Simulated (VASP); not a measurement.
# Bi (Im-3m) in VASP: notebook

Bi is run at these levels: B3LYP5; tasks: single point.

Program: VASP 6.6.1. These are calculated values, not measurements. Logs are shortened: lines on timing, memory, paths and dates and some standing lists are left out, and cuts for length are marked.

### Step 1. The cell of the first run

Symmetry: Im-3m, No. 229, cubic system. The conventional cell has a = 3.882 Å, b = 3.882 Å, c = 3.882 Å, α = 90.00°, β = 90.00°, γ = 90.00°. Bi (site symmetry m-3m) has 14 Bi at 3.36 to 3.88 Å within 4.4 Å.

This isn't the form of Bi at room conditions, which is rhombohedral.

### Step 2. Single point, B3LYP5

File POSCAR:

```
Bi
1.0
   -1.9409818243      1.9409818243      1.9409818243
    1.9409818243     -1.9409818243      1.9409818243
    1.9409818243      1.9409818243     -1.9409818243
Bi
1
Direct
    0.0000000000      0.0000000000      0.0000000000
```

File INCAR.step1:

```
ALGO = Normal
EDIFF = 1E-5
ENCUT = 520
GGA = PE
ISIF = 2
ISMEAR = -1
LASPH = T
LCHARG = F
LREAL = F
LWAVE = T
NBANDS = 14
NELM = 80
PREC = Accurate
SIGMA = 0.05
```

File INCAR.step2:

```
AEXX = 0.2
AGGAC = 0.81
AGGAX = 0.72
ALDAC = 0.19
ALGO = Normal
EDIFF = 1E-6
ENCUT = 520
GGA = B5
ISIF = 2
ISMEAR = -1
ISTART = 1
LASPH = T
LCHARG = F
LHFCALC = T
LREAL = F
LWAVE = F
NBANDS = 14
NELM = 80
PREC = Accurate
PRECFOCK = Normal
SIGMA = 0.05
```

File KPOINTS:

```
k-points
0
Gamma
  5 5 5
```

Potentials or basis: VASP PAW PBE potentials, release 64 (Bi_d).

On the command line:

```sh
$ cat potpaw_PBE.64/Bi_d/POTCAR > POTCAR
$ cp INCAR.step1 INCAR
$ mpirun -np 1 vasp_std > vasp.out
$ cp INCAR.step2 INCAR
$ mpirun -np 1 vasp_std > vasp.out
```

OUTCAR:

```text
AEXX = 0.2
   EDIFF = 1E-6
   ENCUT = 520
   GGA = B5
   ISIF = 2
   ISMEAR = -1
   ISTART = 1
   LASPH = T
   LHFCALC = T
   LREAL = F
   NELM = 80
   PREC = Accurate
   PRECFOCK = Normal

 ion  position               nearest neighbor table
   1  0.000  0.000  0.000-

  LATTYP: Found a body centered cubic cell.
 ALAT       =     3.8819636486

  Lattice vectors:

 A1 = (  -1.9409818243,   1.9409818243,   1.9409818243)
 A2 = (   1.9409818243,  -1.9409818243,   1.9409818243)
 A3 = (   1.9409818243,   1.9409818243,  -1.9409818243)

Analysis of symmetry for initial positions (statically):
=====================================================================
 Subroutine PRICEL returns:
 Original cell was already a primitive cell.

 Routine SETGRP: Setting up the symmetry group for a
 body centered cubic supercell.

 Subroutine GETGRP returns: Found 48 space group operations
 (whereof 48 operations were pure point group operations)
 out of a pool of 48 trial point group operations.

The static configuration has the point symmetry O_h .

Analysis of symmetry for dynamics (positions and initial velocities):
=====================================================================
 Subroutine PRICEL returns:
 Original cell was already a primitive cell.

 Routine SETGRP: Setting up the symmetry group for a
 body centered cubic supercell.

 Subroutine GETGRP returns: Found 48 space group operations
 (whereof 48 operations were pure point group operations)
 out of a pool of 48 trial point group operations.

The dynamic configuration has the point symmetry O_h .

 Subroutine INISYM returns: Found 48 space group operations
 (whereof 48 operations are pure point group operations),
 and found     1 'primitive' translations

----------------------------------------------------------------------------------------

                                     Primitive cell

  volume of cell :      29.2499

  direct lattice vectors                    reciprocal lattice vectors
    -1.940981824  1.940981824  1.940981824     0.000000000  0.257601588  0.257601588
     1.940981824 -1.940981824  1.940981824     0.257601588  0.000000000  0.257601588
     1.940981824  1.940981824 -1.940981824     0.257601588  0.257601588  0.000000000

  length of vectors
     3.361879136  3.361879136  3.361879136     0.364303659  0.364303659  0.364303659

  position of ions in fractional coordinates (direct lattice)
     0.000000000  0.000000000  0.000000000

  ion indices of the primitive-cell ions
   primitive index   ion index
                 1           1

----------------------------------------------------------------------------------------

 KPOINTS: k-points

Automatic generation of k-mesh.
 Grid dimensions read from file:
 generate k-points for:    5    5    5

 Generating k-lattice:

  Cartesian coordinates                     Fractional coordinates (reciprocal lattice)
     0.000000000  0.051520318  0.051520318     0.200000000  0.000000000  0.000000000
     0.051520318  0.000000000  0.051520318     0.000000000  0.200000000  0.000000000
     0.051520318  0.051520318  0.000000000     0.000000000  0.000000000  0.200000000

  Length of vectors
     0.072860732  0.072860732  0.072860732

  Shift w.r.t. Gamma in fractional coordinates (k-lattice)
     0.000000000  0.000000000  0.000000000

 Subroutine IBZKPT returns following result:
 ===========================================

 Found     10 irreducible k-points:

 Following reciprocal coordinates:
            Coordinates               Weight
  0.000000  0.000000  0.000000      1.000000
  0.200000  0.000000  0.000000     12.000000
  0.400000  0.000000  0.000000     12.000000
  0.200000  0.200000  0.000000     24.000000
  0.400000  0.200000 -0.000000     24.000000
  0.200000  0.200000  0.200000      8.000000
 -0.200000  0.200000  0.200000      6.000000
 -0.400000  0.400000  0.200000     24.000000
 -0.400000 -0.400000  0.200000      8.000000
 -0.400000  0.400000  0.400000      6.000000
   k-points           NKPTS =     10   k-points in BZ     NKDIM =    125   number of bands    NBANDS=     14
   number of dos      NEDOS =    301   number of ions     NIONS =      1
   total plane-waves  NPLWV =  21952
   dimension x,y,z NGX =    28 NGY =   28 NGZ =   28
   dimension x,y,z NGXF=    56 NGYF=   56 NGZF=   56
   ions per type =               1
   NGX,Y,Z   is equivalent  to a cutoff of  13.85, 13.85, 13.85 a.u.
   NGXF,Y,Z  is equivalent  to a cutoff of  27.69, 27.69, 27.69 a.u.
 SYSTEM =  unknown system
   PREC   = accura    normal or accurate (medium, high low for compatibility)
   ISTART =      1    job   : 0-new  1-cont  2-samecut
   ICHARG =      0    charge: 1-file 2-atom 10-const
   ISPIN  =      1    spin polarized calculation?
   LNONCOLLINEAR =      F non collinear calculations
   LSORBIT =      F    spin-orbit coupling
   LASPH  =      T    aspherical Exc in radial PAW
   ENCUT  =  520.0 eV  38.22 Ry    6.18 a.u.   6.25  6.25  6.25*2*pi/ulx,y,z
   NELM   =     80;   NELMIN=  2; NELMDL=  0     # of ELM steps
   EDIFF  = 0.1E-05   stopping-criterion for ELM
   LREAL  =      F    real-space projection
   EDIFFG = 0.1E-04   stopping-criterion for IOM
   NSW    =      0    number of steps for IOM
   IBRION =     -1    ionic relax: 0-MD 1-quasi-New 2-CG
   NFREE  =      0    steps in history (QN), initial steepest desc. (CG)
   ISIF   =      2    stress and relaxation
   ISYM   =      3    0-nonsym 1-usesym 2-fastsym
   POTIM  = 0.5000    time-step for ionic-motion
   TEBEG  =    0.0;   TEEND  =   0.0 temperature during run
   PSTRESS=    0.0 pullay stress
   NELECT =      15.0000    total number of electrons
   NUPDOWN=      -1.0000    fix difference up-down
   EMIN   =  10.00;   EMAX   =-10.00  energy-range for DOS
   EFERMI =   0.00;   METHOD = LEGACY
   ISMEAR =    -1;   SIGMA  =   0.05  broadening in eV -4-tet -1-fermi 0-gaus
   EFERMI_NEDOS =   21; number of points for ismear=-14 and -15
   IALGO  =     38    algorithm
   IMIX   =      1    mixing-type and parameters
     AMIX     =   0.40;   BMIX     =  1.00
     AMIX_MAG =   1.60;   BMIX_MAG =  1.00
  volume/ion in A,a.u.               =      29.25       197.39
  Fermi-wavevector in a.u.,A,eV,Ry     =   1.310380  2.476258 23.362491  1.717095
  Thomas-Fermi vector in A             =   2.440914
   LORBIT       =      0    0 simple, 1 ext, 2 COOP (PROOUT), +10 PAW based schemes
   GGA     = B5    functional components
   LHFCALC =     T    Hartree Fock is set to
   PRECFOCK=normal    Normal, Fast or Accurate (Low or Medium for compatibility)
   ENCUT4O =  -1.0   cutoff for four orbital integrals eV
   NKREDX  =     1    reduce k-point grid by
   NKREDY  =     1    reduce k-point grid by
   NKREDZ  =     1    reduce k-point grid by
   AEXX    =    0.2000 exact exchange contribution
   HFSCREEN=    0.0000 screening length (either q_TF or 0.3 A-1)
   HFSCREENC=   0.0000 screening length for correlation (either q_TF or 0.3 A-1)
   ENCUTFOCK=  -1.0 apply spherical cutoff to Coloumb kernel
   IVDW    =     0    specifies the selected vdW correction
   LEPSILON=     F    determine dielectric tensor
   LRPA    =     F    only Hartree local field effects (RPA)
 non-spin polarized calculation
  energy-cutoff  :      520.00
  volume of cell :       29.25
 maximum number of plane-waves:       802
 NGX is ok and might be reduce to    28
  NGX = 20; NGY = 20; NGZ = 20

 number of electron      15.0000005 magnetization

 Free energy of the ion-electron system (eV)
  ---------------------------------------------------
  ext. energy  EPLUGINS =         0.00000000
  ---------------------------------------------------
  free energy    TOTEN  =        -3.80831471 eV

  energy without entropy =       -3.80189572  energy(sigma->0) =       -3.80510522

 E-fermi :   9.1225     XC(G=0):  -8.2913

 val. band max:        9.0149412497   @ k =  -0.4000   0.4000   0.2000
 cond. band min:       9.6909580877   @ k =   0.2000   0.2000   0.0000
 fundamental gap:      0.6760168381
 Fermi energy:         9.1225227757

 k-point     1 :       0.0000    0.0000    0.0000
  band No.  band energies     occupation
      1     -16.0937      2.00000
      2     -16.0937      2.00000
      3     -16.0937      2.00000
      4     -15.9219      2.00000
      5     -15.9219      2.00000
      6      -6.4929      2.00000
      7      15.3132      0.00000
      8      15.3132      0.00000
      9      15.3132      0.00000
     10      20.3529      0.00000
     11      20.7465      0.00000
     12      20.7465      0.00000
     13      20.7465      0.00000
     14      22.1145      0.00000

 k-point     2 :       0.2000    0.0000    0.0000
  band No.  band energies     occupation
      1     -16.1122      2.00000
      2     -16.0682      2.00000
      3     -16.0007      2.00000
      4     -15.9406      2.00000
      5     -15.9264      2.00000
      6      -5.6498      2.00000
      7      10.1921      0.00000
      8      13.3834      0.00000
      9      14.6029      0.00000
     10      17.9232      0.00000
     11      18.9601      0.00000
     12      20.6270      0.00000
     13      22.4532      0.00000
     14      24.8750      0.00000

 k-point     3 :       0.4000    0.0000    0.0000
  band No.  band energies     occupation
      1     -16.1426      2.00000
      2     -16.0640      2.00000
      3     -15.9386      2.00000
      4     -15.9335      2.00000
      5     -15.8452      2.00000
      6      -3.4394      2.00000
      7       3.9413      2.00000
      8      11.3200      0.00000
      9      13.5234      0.00000
     10      16.4136      0.00000
     11      17.8111      0.00000
     12      22.3956      0.00000
     13      23.7713      0.00000
     14      28.1357      0.00000
[... 86 lines left out ...]
 k-point     9 :      -0.4000   -0.4000    0.2000
  band No.  band energies     occupation
      1     -16.0419      2.00000
      2     -16.0419      2.00000
      3     -16.0103      2.00000
      4     -15.8663      2.00000
      5     -15.8663      2.00000
      6      -1.5016      2.00000
      7       5.2635      2.00000
      8       5.2635      2.00000
      9      11.3790      0.00000
     10      16.8053      0.00000
     11      16.8053      0.00000
     12      20.0500      0.00000
     13      26.2453      0.00000
     14      27.4722      0.00000

 k-point    10 :      -0.4000    0.4000    0.4000
  band No.  band energies     occupation
      1     -16.0920      2.00000
      2     -16.0751      2.00000
      3     -15.8753      2.00000
      4     -15.8753      2.00000
      5     -15.8686      2.00000
      6      -0.9322      2.00000
      7       6.3340      2.00000
      8       7.0240      2.00000
      9       7.0240      2.00000
     10      13.7128      0.00000
     11      15.5994      0.00000
     12      25.0467      0.00000
     13      26.5401      0.00000
     14      26.5401      0.00000

------------------------ aborting loop because EDIFF is reached ----------------------------------------

  FORCE on cell =-STRESS in cart. coord.  units (eV):
  Direction    XX          YY          ZZ          XY          YZ          ZX
  --------------------------------------------------------------------------------------
  -------------------------------------------------------------------------------------
  Total        1.1408514      1.1408514      1.1408514      0.0000000      0.0000000      0.0000000
  in kB       62.4906807     62.4906807     62.4906807      0.0000000      0.0000000      0.0000000
  external PRESSURE =      62.4906807 kB  Pullay stress =       0.0000000 kB

 VOLUME and BASIS-vectors are now :
 -----------------------------------------------------------------------------
  energy-cutoff  :      520.00
  volume of cell :       29.25
      direct lattice vectors                 reciprocal lattice vectors
    -1.940981824  1.940981824  1.940981824     0.000000000  0.257601588  0.257601588
     1.940981824 -1.940981824  1.940981824     0.257601588  0.000000000  0.257601588
     1.940981824  1.940981824 -1.940981824     0.257601588  0.257601588  0.000000000

 POSITION                                       TOTAL-FORCE (eV/Angst)
 -----------------------------------------------------------------------------------
      0.00000      0.00000      0.00000        -0.000000      0.000000     -0.000000
 -----------------------------------------------------------------------------------
    total drift:                                0.000000     -0.000000     -0.000000

  FREE ENERGIE OF THE ION-ELECTRON SYSTEM (eV)
  ---------------------------------------------------
  free  energy   TOTEN  =        -3.8083147118 eV

  energy  without entropy=       -3.8018957249  energy(sigma->0) =       -3.80510522
```

It took 16 min on 1 thread of Intel Xeon 8259CL, shared host; peak memory 0.14 GiB.

Results:

```yaml
Free_energy: -3.8083 eV
Pressure: 6.2 GPa
Band_gap_on_the_k_mesh: zero (an odd number of electrons rules out a gap without spin polarisation)
```

Caveat: the k points lie up to 0.46 Å⁻¹ apart, too coarse for converged energies and pressures of a metal; the PAW data sets were made with another functional, which shifts forces and pressure a little; spin-orbit coupling is left out, which moves the levels of the heavy elements.

(Continued in part 2 of 2.)

The gap in the log of VASP goes by the Fermi energy; the results here count the filled bands.